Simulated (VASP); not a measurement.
# GaSb (Immm) in VASP: single point with r2SCAN

Aim: the single point of GaSb with r2SCAN.

Program: VASP 6.6.1. These are calculated values, not measurements. Logs are shortened: lines on timing, memory, paths and dates and some standing lists are left out, and cuts for length are marked.

**1. The cell of the first run**

The structure is orthorhombic, space group Immm (No. 71). The conventional cell has a = 3.112 Å, b = 5.484 Å, c = 5.787 Å, α = 90.00°, β = 90.00°, γ = 90.00°. Ga (site symmetry mmm) has 6 Sb at 2.89 to 3.15 Å and 2 Ga at 3.11 Å within 3.8 Å. Sb (site symmetry mmm) has 6 Ga at 2.89 to 3.15 Å and 2 Sb at 3.11 Å within 3.8 Å.

**2. Single point, r2SCAN (strain +0.0250 x Voigt [0, 1, 0, 0, 0, 0])**

The input, POSCAR:

```
GaSb
1.0
   -1.5559010000      2.7418780750      2.8933130000
    1.5559010000     -2.7418780750      2.8933130000
    1.5559010000      2.7418780750     -2.8933130000
Ga Sb
1 1
Direct
    0.0000000000      0.0000000000      0.0000000000
    0.5000000000      0.5000000000      0.0000000000
```

The input, INCAR.step1:

```
SYSTEM = GaSb
PREC = Accurate
ENCUT = 520
ISMEAR = 0
SIGMA = 0.15
LREAL = .False.
LASPH = .True.
NELM = 60
NBANDS = 16
GGA = PE
ALGO = Normal
EDIFF = 1E-4
LWAVE = .True.
LCHARG = .False.
```

The input, INCAR.step2:

```
SYSTEM = GaSb
PREC = Accurate
ENCUT = 520
EDIFF = 1E-7
ISMEAR = 0
SIGMA = 0.15
LREAL = .False.
LASPH = .True.
NELM = 60
ALGO = Normal
ISIF = 2
LWAVE = .False.
LCHARG = .True.
METAGGA = R2SCAN
LMIXTAU = .True.
LELF = .True.
LVHAR = .True.
NBANDS = 16
ISTART = 1
```

The input, KPOINTS:

```
Automatic mesh
0
Gamma
  18 18 18
  0 0 0
```

Potentials or basis: VASP PAW PBE potentials, release 64 (Ga_d, Sb).

Command:

```bash
> cat potpaw_PBE.64/Ga_d/POTCAR potpaw_PBE.64/Sb/POTCAR > POTCAR
> cp INCAR.step1 INCAR
> mpirun -np 1 vasp_std > vasp.out
> cp INCAR.step2 INCAR
> mpirun -np 1 vasp_std > vasp.out
```

OUTCAR:

```text
SYSTEM = GaSb
   PREC = Accurate
   ENCUT = 520
   EDIFF = 1E-7
   ISMEAR = 0
   LREAL = .False.
   LASPH = .True.
   NELM = 60
   ISIF = 2
   METAGGA = R2SCAN
   ISTART = 1

 ion  position               nearest neighbor table
   1  0.000  0.000  0.000-   2 2.89   2 2.89   2 3.15   2 3.15   2 3.15   2 3.15
   2  0.500  0.500  0.000-   1 2.89   1 2.89   1 3.15   1 3.15   1 3.15   1 3.15

  LATTYP: Found a body centered orthorhombic cell.
 ALAT       =     3.1118020000
 B/A-ratio  =     1.7622445612
 C/A-ratio  =     1.8595739703

  Lattice vectors:

 A1 = (  -1.5559010000,   2.7418780750,   2.8933130000)
 A2 = (   1.5559010000,  -2.7418780750,   2.8933130000)
 A3 = (   1.5559010000,   2.7418780750,  -2.8933130000)

Analysis of symmetry for initial positions (statically):
=====================================================================
 Subroutine PRICEL returns:
 Original cell was already a primitive cell.

 Routine SETGRP: Setting up the symmetry group for a
 body centered orthorhombic supercell.

 Subroutine GETGRP returns: Found  8 space group operations
 (whereof  8 operations were pure point group operations)
 out of a pool of  8 trial point group operations.

The static configuration has the point symmetry D_2h.

Analysis of symmetry for dynamics (positions and initial velocities):
=====================================================================
 Subroutine PRICEL returns:
 Original cell was already a primitive cell.

 Routine SETGRP: Setting up the symmetry group for a
 body centered orthorhombic supercell.

 Subroutine GETGRP returns: Found  8 space group operations
 (whereof  8 operations were pure point group operations)
 out of a pool of  8 trial point group operations.

The dynamic configuration has the point symmetry D_2h.

 Subroutine INISYM returns: Found  8 space group operations
 (whereof  8 operations are pure point group operations),
 and found     1 'primitive' translations

----------------------------------------------------------------------------------------

                                     Primitive cell

  volume of cell :      49.3725

  direct lattice vectors                    reciprocal lattice vectors
    -1.555901000  2.741878075  2.893313000     0.000000000  0.182356759  0.172812274
     1.555901000 -2.741878075  2.893313000     0.321357207  0.000000000  0.172812274
     1.555901000  2.741878075 -2.893313000     0.321357207  0.182356759  0.000000000

  length of vectors
     4.279016641  4.279016641  4.279016641     0.251233099  0.364876057  0.369492141

[... 81 lines left out ...]
   LREAL  =      F    real-space projection
   EDIFFG = 0.1E-05   stopping-criterion for IOM
   NSW    =      0    number of steps for IOM
   IBRION =     -1    ionic relax: 0-MD 1-quasi-New 2-CG
   NFREE  =      0    steps in history (QN), initial steepest desc. (CG)
   ISIF   =      2    stress and relaxation
   ISYM   =      2    0-nonsym 1-usesym 2-fastsym
   POTIM  = 0.5000    time-step for ionic-motion
   TEBEG  =    0.0;   TEEND  =   0.0 temperature during run
   PSTRESS=    0.0 pullay stress
   NELECT =      18.0000    total number of electrons
   NUPDOWN=      -1.0000    fix difference up-down
   EMIN   =  10.00;   EMAX   =-10.00  energy-range for DOS
   EFERMI =   0.00;   METHOD = LEGACY
   ISMEAR =     0;   SIGMA  =   0.15  broadening in eV -4-tet -1-fermi 0-gaus
   EFERMI_NEDOS =   21; number of points for ismear=-14 and -15
   IALGO  =     38    algorithm
   IMIX   =      4    mixing-type and parameters
     AMIX     =   0.40;   BMIX     =  1.00
     AMIX_MAG =   1.60;   BMIX_MAG =  1.00
  volume/ion in A,a.u.               =      24.69       166.59
  Fermi-wavevector in a.u.,A,eV,Ry     =   1.169510  2.210053 18.609409  1.367753
  Thomas-Fermi vector in A             =   2.305981
   LORBIT       =      0    0 simple, 1 ext, 2 COOP (PROOUT), +10 PAW based schemes
   METAGGA = R2SCAN    functional components
   LHFCALC =     F    Hartree Fock is set to
   AEXX    =    0.0000 exact exchange contribution
   IVDW    =     0    specifies the selected vdW correction
   LEPSILON=     F    determine dielectric tensor
   LRPA    =     F    only Hartree local field effects (RPA)
 non-spin polarized calculation
 Gauss-broadening in eV      SIGMA  =   0.15
  energy-cutoff  :      520.00
  volume of cell :       49.37
 maximum number of plane-waves:      1350
   NGX = 15   NGY = 15   NGZ = 15

 number of electron      17.9999997 magnetization

 Free energy of the ion-electron system (eV)
  ---------------------------------------------------
  ext. energy  EPLUGINS =         0.00000000
  ---------------------------------------------------
  free energy    TOTEN  =       -36.94198353 eV

  energy without entropy =      -36.93297108  energy(sigma->0) =      -36.93747731

 E-fermi :   6.2292     XC(G=0): -10.8384

 val. band max:        6.2287446614   @ k =  -0.3889  -0.1667   0.0556
 cond. band min:       6.2302221026   @ k =   0.3889  -0.1667   0.1667
 fundamental gap:      0.0014774411
 Fermi energy:         6.2292024232

 k-point     1 :       0.0000    0.0000    0.0000
  band No.  band energies     occupation
      1      -9.2590      2.00000
      2      -9.1626      2.00000
      3      -9.1545      2.00000
      4      -9.1405      2.00000
      5      -9.1045      2.00000
      6      -6.1368      2.00000
[... 433 lines left out ...]
      3      -9.1487      2.00000
      4      -9.1426      2.00000
      5      -9.1055      2.00000
      6      -5.5561      2.00000
[... 8 lines left out ...]
     15      16.6758      0.00000
     16      17.8158      0.00000

 [... further k-points ...]

------------------------ aborting loop because EDIFF is reached ----------------------------------------

  FORCE on cell =-STRESS in cart. coord.  units (eV):
  Direction    XX          YY          ZZ          XY          YZ          ZX
  --------------------------------------------------------------------------------------
  -------------------------------------------------------------------------------------
  Total       -0.5012822     -1.2180660     -0.8944153     -0.0000000      0.0000000      0.0000000
  in kB      -16.2669960    -39.5271853    -29.0244683     -0.0000000      0.0000000      0.0000000
  external PRESSURE =     -28.2728832 kB  Pullay stress =       0.0000000 kB

 VOLUME and BASIS-vectors are now :
 -----------------------------------------------------------------------------
  energy-cutoff  :      520.00
  volume of cell :       49.37
      direct lattice vectors                 reciprocal lattice vectors
    -1.555901000  2.741878075  2.893313000     0.000000000  0.182356759  0.172812274
     1.555901000 -2.741878075  2.893313000     0.321357207  0.000000000  0.172812274
     1.555901000  2.741878075 -2.893313000     0.321357207  0.182356759  0.000000000

 POSITION                                       TOTAL-FORCE (eV/Angst)
 -----------------------------------------------------------------------------------
      0.00000      0.00000      0.00000         0.000000      0.000000     -0.000000
      0.00000      0.00000      2.89331        -0.000000     -0.000000      0.000000
 -----------------------------------------------------------------------------------
    total drift:                               -0.000000     -0.000000     -0.000000

  FREE ENERGIE OF THE ION-ELECTRON SYSTEM (eV)
  ---------------------------------------------------
  free  energy   TOTEN  =       -36.9419835341 eV

  energy  without entropy=      -36.9329710840  energy(sigma->0) =      -36.93747731
```

OSZICAR.step1:

```text
N       E                     dE             d eps       ncg     rms          rms(c)
DAV:   1     0.779520752000E+02    0.77952E+02   -0.85947E+03 28288   0.146E+03
DAV:   2    -0.120945637350E+01   -0.79162E+02   -0.76448E+02 32472   0.300E+02
DAV:   3    -0.689100691745E+01   -0.56816E+01   -0.56597E+01 33584   0.618E+01
DAV:   4    -0.698266844423E+01   -0.91662E-01   -0.91649E-01 33880   0.862E+00
DAV:   5    -0.698476084828E+01   -0.20924E-02   -0.20924E-02 35808   0.118E+00    0.225E+00
DAV:   6    -0.696993868248E+01    0.14822E-01   -0.35691E-02 36584   0.291E+00    0.126E+00
DAV:   7    -0.696811980819E+01    0.18189E-02   -0.10676E-02 40824   0.111E+00    0.233E-01
DAV:   8    -0.696813499026E+01   -0.15182E-04   -0.13134E-03 36384   0.456E-01    0.390E-02
DAV:   9    -0.696815138712E+01   -0.16397E-04   -0.78096E-05 25024   0.716E-02
   1 F= -.69681514E+01 E0= -.69632269E+01  d E =-.984891E-02
```

It took 16 min on 1 thread of Intel Xeon 6975P-C (Granite Rapids), shared host; peak memory 0.78 GiB.

Results:

```
Free energy            : -36.9420 eV
Pressure               : -2.8 GPa
Band gap on the k mesh : zero (bands 9 and 10 overlap by 4.74 eV)
```

Stress tensor (GPa, compression positive):
```
-1.63  0.00  0.00
 0.00 -3.95  0.00
 0.00  0.00 -2.90
```

Caveat: the cell differs from its parent crystal (strain +0.0250 x Voigt [0, 1, 0, 0, 0, 0]); the PAW data sets were made with another functional, which shifts forces and pressure a little; spin-orbit coupling is left out, which moves the levels of the heavy elements.
